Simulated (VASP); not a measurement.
A run of VASP 6.6.1:

INCAR

```
SYSTEM = HoNb3I
PREC = Accurate
ENCUT = 500
EDIFF = 1E-6
ISMEAR = 0
SIGMA = 0.1
LREAL = .FALSE.
LASPH = .TRUE.
NELM = 200
ALGO = Normal
ISIF = 2
LWAVE = .FALSE.
LCHARG = .FALSE.
GGA = PE
NBANDS = 36
GGA_COMPAT = .FALSE.
LMAXMIX = 6
```

Contents of KPOINTS:

```
Automatic mesh
0
G
  8 8 8
  0 0 0
```

POSCAR

```
HoNb3I
1.0
    5.0537588352      0.0000000000      0.0000000000
    0.0000000000      5.0537588352      0.0000000000
    0.0000000000      0.0000000000      5.0537588352
Ho Nb I
1 3 1
Direct
    0.0000000000      0.0000000000      0.0000000000
    0.5000000000      0.5000000000      0.0000000000
    0.5000000000      0.0000000000      0.5000000000
    0.0000000000      0.5000000000      0.5000000000
    0.5000000000      0.5000000000      0.5000000000
```

Potentials or basis: VASP PAW PBE potentials, release 64 (Ho_3, Nb_sv, I), 4f in core.

The run is started by

```sh
$ cat potpaw_PBE.64/Ho_3/POTCAR potpaw_PBE.64/Nb_sv/POTCAR potpaw_PBE.64/I/POTCAR > POTCAR
$ mpirun -np 1 vasp_std > vasp.out
```

Hardware: 1 thread of Intel(R) Xeon(R) 6975P-C (Granite Rapids) (shared host).

**Question.** Estimate the wall time of this run.

**Answer.** Run time: 84 s on 1 thread of Intel(R) Xeon(R) 6975P-C (Granite Rapids) (shared host), peak memory 0.33 GiB. Counts: scf iterations 14, k points 35.
